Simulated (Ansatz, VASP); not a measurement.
**ZnO in VASP and in Ansatz**

The input INCAR:

```
ALGO = Normal
EDIFF = 1E-6
ENCUT = 520
GGA = CA
ISIF = 2
ISMEAR = 0
LASPH = T
LCHARG = F
LREAL = F
LWAVE = F
NBANDS = 26
NELM = 100
PREC = Accurate
SIGMA = 0.05
```

KPOINTS

```
k-points
0
Gamma
  12 12 6
```

Contents of POSCAR:

```
ZnO
1.0
    3.2308276147      0.0000000000      0.0000000000
   -1.6154138073      2.7979787896      0.0000000000
    0.0000000000      0.0000000000      5.0148906235
Zn O
2 2
Direct
    0.3333333333      0.6666666667      0.0018514197
    0.6666666667      0.3333333333      0.5018514197
    0.3333333333      0.6666666667      0.3350338920
    0.6666666667      0.3333333333      0.8350338920
```

Input for Ansatz:

```yaml
crystal:
  lattice:
    - [3.2308276147, 0.0, 0.0]
    - [-1.6154138073, 2.7979787896, 0.0]
    - [0.0, 0.0, 5.0148906235]
  atoms:
    - { symbol: Zn, position: [0.3333333333, 0.6666666667, 0.0018514197] }
    - { symbol: Zn, position: [0.6666666667, 0.3333333333, 0.5018514197] }
    - { symbol: O, position: [0.3333333333, 0.6666666667, 0.335033892] }
    - { symbol: O, position: [0.6666666667, 0.3333333333, 0.835033892] }
basis:
  ecutwfc: 520.0
kpoints:
  mp_grid: { grid: [12, 12, 6] }
hamiltonian:
  xc: lda
  pseudopotentials: { kind: paw, azcp: { folder: soft_1 } }
scf:
  occupations: { method: gaussian, width: 0.05 }
output:
  forces: true
  stress: true
  eigenvalues: true
```

Alike in both runs: task single point; functional LDA; k mesh 12 × 12 × 6; occupations gaussian, width 0.05 eV; no spin polarisation.

|  | VASP | Ansatz |
| --- | --- | --- |
| version | VASP 6.6.1 | Ansatz 0.2.0 |
| potentials or method | VASP PAW LDA potentials, release 64 (Zn, O), cutoff 520 eV | scalar-relativistic, plane waves, PAW |
| valence electrons in the cell | 36 | 36 |

|  | VASP | Ansatz | Ansatz less VASP |
| --- | --- | --- | --- |
| gap on the k mesh at the Fermi level (eV) | 0.99 | 0.97 | -0.022 |
| least direct gap on the mesh (eV) | 1.01 | 1.00 | -0.017 |
| pressure (GPa) | 13.8 | 12.3 | -1.46 |
| traceless stress, the component that is largest in VASP (GPa) | 44.64 | 42.61 | -2.023 |
| rms of the force components (eV/Å) | 3.021 | 2.890 | -0.1316 |

Ansatz warns that its potentials were made for another functional, while VASP's fit it. LDA's correlation is that of Perdew and Zunger in VASP and of Perdew and Wang (1992) in Ansatz. Atom by atom the forces differ by 0.132 eV/Å (rms over components).
